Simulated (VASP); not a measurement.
# Al3GaN4: single point with PBEsol

Crystal: Al3GaN4.

```
Al Ga N
1.0
     4.22013    0.00000    0.00000
     0.00000    4.22013    0.00000
     0.00000    0.00000    5.06247
Al Ga N
3 1 4
Direct
  0.50000 0.50000 0.00000
  0.50000 0.00000 0.50000
  0.00000 0.50000 0.50000
  0.00000 0.00000 0.00000
  0.74471 0.74471 0.25529
  0.74471 0.25529 0.74471
  0.25529 0.74471 0.74471
  0.25529 0.25529 0.25529
```

This cell differs from its parent crystal: volume 11.270 Å^3 an atom, c/a of the conventional cell 1.1996.

| Item | Value |
| --- | --- |
| Program | VASP 6.6.1 |
| Task | single point |
| Functional | PBEsol |
| Potentials or basis | VASP PAW PBE potentials, release 64 (Al, Ga_d, N) |
| Cutoff | 520 eV |
| k mesh | 6 × 6 × 6 |
| Occupations | gaussian, width 0.05 eV |
| Spin | no spin polarisation |
| Dipole correction | no |
| Further INCAR settings | ALGO = Normal; EDIFF = 1e-06; NBANDS = 31 |

- Pressure: -11.0 GPa
- Largest force: 0.129 eV/Å
- Band gap on the k mesh: 2.27 eV, indirect (least direct gap 2.38 eV)

Forces in eV/Å, atoms in the order of the input:
```
Al   0.000  0.000  0.000
Al   0.000  0.000  0.000
Al   0.000  0.000  0.000
Ga   0.000  0.000  0.000
N   -0.051 -0.051 -0.107
N   -0.051  0.051  0.107
N    0.051 -0.051  0.107
N    0.051  0.051 -0.107
```

Stress tensor (GPa, compression positive):
```
  1.49   0.00   0.00
  0.00   1.49   0.00
  0.00   0.00 -35.89
```

Levels at points of the mesh, in eV from the valence-band top:
```tsv
k point	band 19	band 20	band 21	band 22	band 23	band 24
(0.00, 0.00, 0.00)	-1.17	-0.10	-0.10	2.27	2.60	2.60
(0.50, 0.00, 0.00)	-1.92	-1.61	-1.45	4.76	4.87	5.95
(0.50, 0.50, 0.00)	-0.24	-0.15	-0.15	6.26	6.64	6.64
(0.00, 0.00, 0.50)	-0.91	-0.68	-0.68	4.61	4.61	4.61
(0.50, 0.00, 0.50)	-1.63	-1.45	-1.34	5.34	6.19	6.20
(0.50, 0.50, 0.50)	-0.27	-0.12	-0.12	3.62	4.75	4.77
```

It took 96 s on 1 thread of Intel(R) Xeon(R) Platinum 8259CL CPU @ 2.50GHz (Skylake/Cascade Lake) (shared host), peak memory 0.24 GiB.

Caveat: the PAW data sets were made with another functional, which shifts forces and pressure a little. A k mesh can miss the band edges.
